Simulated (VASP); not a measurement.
Runs of VASP 6.6.1 on Zr. Symmetry: P6_3/mmc, No. 194, hexagonal system. The conventional cell has a = 3.232 Å, b = 3.232 Å, c = 5.147 Å, α = 90.00°, β = 90.00°, γ = 120.00°. Within 4.2 Å of Zr (site symmetry -6m2) lie 12 Zr at 3.18 to 3.23 Å. 

| task | level | cell | k mesh | cutoff (eV) | gap on the mesh (eV) | pressure (GPa) |
| --- | --- | --- | --- | --- | --- | --- |
| electric field gradients | r2SCAN | as given | 12 × 12 × 7 | 520 | none | 1.0 |
| single point | PBE | as given | 12 × 12 × 7 | 520 | none | 0.5 |
| electric field gradients | PBE | as given | 11 × 11 × 6 | 400 | none | (a) |
| relaxation of the atoms | PBE | atoms relaxed | 12 × 12 × 7 | 520 | none | 0.5 |

Alike in all rows: potentials or basis VASP PAW PBE potentials, release 64 (Zr_sv); no spin polarisation; smearing fermi-dirac 0.05 eV.

Problem. Fill in the values left out.

Solution. (a) 0.2.

Caveats: the PAW data sets were made with another functional, which shifts forces and pressure a little (some runs); the relaxation stopped at its first step, so nothing moved (some runs).

A k mesh can miss the band edges, and the runs leave out spin-orbit coupling on Zr.

A gap of «none» marks levels without a gap at the run's occupations.
